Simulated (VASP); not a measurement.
## Al5GaAs6: relaxation of cell and atoms with PBE

Al5GaAs6:

```xyz
12
Lattice="3.9916 0.0142 0.0245 0.0142 4.0859 0.0232 0.1037 0.0984 17.1763" Properties=species:S:1:pos:R:3 pbc="T T T"
Al   -0.3348    4.5110   11.3783
Al    2.1542    2.3268   14.3356
Al   -0.0776    4.1534    0.0235
Al    2.2432    2.0874    3.0816
Al   -0.0060    4.3272    5.6332
Ga    2.3312    2.0464    8.6152
As    2.1852   -0.0480   15.8381
As    0.1501    1.9253    1.3793
As    1.9994   -0.0574    4.1239
As   -0.0322    1.8208    7.0315
As    2.0694    0.0524   10.2359
As    3.9400    1.9684   13.0310
```

| Item | Value |
| --- | --- |
| Program | VASP 6.6.1 |
| Task | relaxation of cell and atoms |
| Functional | PBE |
| Potentials or basis | VASP PAW PBE potentials, release 64 (Al, Ga_d, As) |
| Cutoff | 600 eV |
| k mesh | 4 × 4 × 1 |
| Occupations | gaussian, width 0.1 eV |
| Spin | no spin polarisation |
| Dipole correction | no |
| Further INCAR settings | ALGO = Normal; EDIFF = 1e-06; IBRION = 2; EDIFFG = -0.025; NSW = 80; ISIF = 3 |

```
Relaxed volume                        : 23.60 Å³/atom
Relaxed cell                          : a = 4.078 Å, b = 4.080 Å, c = 17.024 Å, α = 90.01°, β = 90.00°, γ = 90.01°
Space group after relaxing (to 0.1 Å) : P-4m2 (No. 115)
Energy gained by relaxing             : 451.9 meV/atom
Ionic steps                           : 26
Pressure after relaxing               : 0.0 GPa
Largest force after relaxing          : 0.022 eV/Å
Band gap on the k mesh                : 1.33 eV
```

Forces on the atoms (eV/Å):
```
Al   0.008  0.009 -0.018
Al   0.000  0.000 -0.003
Al   0.001 -0.002 -0.003
Al   0.001  0.011 -0.003
Al  -0.010  0.006  0.009
Ga   0.017 -0.010 -0.003
As  -0.003 -0.005 -0.002
As  -0.004 -0.003  0.000
As  -0.005 -0.002  0.010
As  -0.003  0.001  0.001
As  -0.007  0.003  0.005
As   0.005 -0.008  0.007
```

Step by step:
| step | energy change (eV) | largest force (eV/Å) | pressure (GPa) | volume (Å³) |
| --- | --- | --- | --- | --- |
| 1 | 0.0000 | 8.9377 | 6.70 | 280.11 |
| 2 | -2.9123 | 2.4006 | -4.88 | 320.81 |
| 3 | -3.5777 | 2.3756 | -2.81 | 303.14 |
| 4 | -4.7463 | 1.3706 | -1.28 | 289.76 |
| 5 | -4.9552 | 1.1342 | 0.44 | 281.77 |
| 6 | -5.2406 | 0.5083 | 0.50 | 280.84 |
| 7 | -5.2478 | 0.5571 | 0.56 | 280.64 |
| 8 | -5.3135 | 0.2888 | -0.26 | 284.09 |
| 9 | -5.3179 | 0.2786 | -0.52 | 285.25 |
| 10 | -5.3438 | 0.2800 | 0.04 | 282.85 |
| 11 | -5.3485 | 0.3495 | 0.45 | 281.21 |
| 12 | -5.3703 | 0.2941 | 0.29 | 281.94 |
| 13 | -5.3934 | 0.2517 | -0.12 | 283.77 |
| 14 | -5.4110 | 0.1227 | -0.07 | 283.51 |
| 15 | -5.4118 | 0.1191 | -0.04 | 283.44 |
| 16 | -5.4159 | 0.0869 | 0.05 | 283.01 |
| 17 | -5.4160 | 0.0697 | 0.04 | 283.07 |
| 18 | -5.4175 | 0.0448 | -0.02 | 283.34 |
| 19 | -5.4177 | 0.0512 | -0.06 | 283.47 |
| 20 | -5.4187 | 0.0407 | 0.04 | 283.13 |
| 21 | -5.4192 | 0.0527 | 0.11 | 282.80 |
| 22 | -5.4200 | 0.0501 | 0.06 | 282.99 |
| 23 | -5.4210 | 0.0558 | -0.07 | 283.54 |
| 24 | -5.4216 | 0.0376 | -0.03 | 283.42 |
| 25 | -5.4221 | 0.0327 | 0.01 | 283.22 |
| 26 | -5.4223 | 0.0218 | 0.00 | 283.25 |

Final structure:
```
Al Ga As
1.0
     4.07818    0.00014   -0.00028
    -0.00117    4.07975   -0.00009
     0.00214   -0.00186   17.02429
Al Ga As
5 1 6
Direct
  0.99906 0.99994 0.66710
  0.49930 0.50067 0.83356
  0.00037 0.00040 0.00005
  0.50090 0.49884 0.16649
  0.00176 0.99908 0.33291
  0.49829 0.50082 0.50001
  0.50027 0.00071 0.91681
  0.00088 0.50025 0.08323
  0.50170 0.99906 0.24964
  0.99904 0.49935 0.41576
  0.49928 0.00060 0.58417
  0.99914 0.50028 0.75025
```

Levels at points of the mesh, in eV from the valence-band top:
| k point | band 27 | band 28 | band 29 | band 30 | band 31 | band 32 |
| --- | --- | --- | --- | --- | --- | --- |
| (0.00, 0.00, 0.00) | -0.06 | -0.05 | 0.00 | 1.33 | 1.40 | 1.81 |
| (0.50, 0.00, 0.00) | -1.01 | -0.97 | -0.84 | 1.87 | 2.34 | 2.35 |
| (0.00, 0.50, 0.00) | -1.00 | -0.96 | -0.84 | 1.88 | 2.35 | 2.36 |
| (0.50, 0.50, 0.00) | -2.17 | -2.17 | -2.16 | 1.48 | 1.48 | 1.99 |

It took 21 min on 1 thread of AMD EPYC 9R45 96-Core Processor (Zen 5) (shared host), peak memory 0.47 GiB.

Caveat: an odd mesh through Γ misses points on the zone boundary, where band edges can lie.
